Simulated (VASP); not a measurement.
Write the native input for VASP 6.6.1 that does the following.

```
Task                   : single point
Functional             : r2SCAN
Potentials or basis    : VASP PAW PBE potentials, release 64 (Y_sv)
Cutoff                 : 550 eV
k mesh                 : 14 × 14 × 14
Occupations            : fermi-dirac, width 0.1 eV
Spin                   : no spin polarisation
Dipole correction      : no
Further INCAR settings : ALGO = Normal; EDIFF = 1e-06; NBANDS = 12
```

Y:

```xyz
1
Lattice="0.0000 2.2896 2.2896 2.2896 0.0000 2.2896 2.2896 2.2896 0.0000" Properties=species:S:1:pos:R:3 pbc="T T T"
Y     0.0000    0.0000    0.0000
```

This isn't the form of Y at room conditions, which is hcp.

These files were run (other wordings do the same):

POSCAR

```
Y
1.0
    0.0000000000      2.2896024814      2.2896024814
    2.2896024814      0.0000000000      2.2896024814
    2.2896024814      2.2896024814      0.0000000000
Y
1
Direct
    0.0000000000      0.0000000000      0.0000000000
```

INCAR.step1

```
SYSTEM = Y
PREC = Accurate
ENCUT = 550
ISMEAR = -1
SIGMA = 0.1
LREAL = .FALSE.
LASPH = .TRUE.
NELM = 120
NBANDS = 12
GGA = PE
ALGO = Normal
EDIFF = 1E-5
LWAVE = .TRUE.
LCHARG = .FALSE.
GGA_COMPAT = .FALSE.
```

INCAR.step2

```
SYSTEM = Y
PREC = Accurate
ENCUT = 550
EDIFF = 1E-6
ISMEAR = -1
SIGMA = 0.1
LREAL = .FALSE.
LASPH = .TRUE.
NELM = 120
ALGO = Normal
ISIF = 2
LWAVE = .FALSE.
LCHARG = .TRUE.
METAGGA = R2SCAN
LMIXTAU = .TRUE.
LELF = .TRUE.
LVHAR = .TRUE.
NBANDS = 12
ISTART = 1
GGA_COMPAT = .FALSE.
```

KPOINTS

```
Automatic mesh
0
G
  14 14 14
  0 0 0
```

Potentials or basis: VASP PAW PBE potentials, release 64 (Y_sv).

Command:

```console
$ cat potpaw_PBE.64/Y_sv/POTCAR > POTCAR
$ cp INCAR.step1 INCAR
$ mpirun -np 1 vasp_std > vasp.out
$ cp INCAR.step2 INCAR
$ mpirun -np 1 vasp_std > vasp.out
```

Results of the run:

The pressure is 20.1 GPa and the band gap on the k mesh is zero (an odd number of electrons rules out a gap without spin polarisation).

Caveat: the cell stands under pressure; the PAW data sets were made with another functional, which shifts forces and pressure a little.

Run time: 110 s on 1 thread of Intel(R) Xeon(R) Platinum 8488C (Sapphire Rapids), with other jobs on the host, peak memory 0.21 GiB.
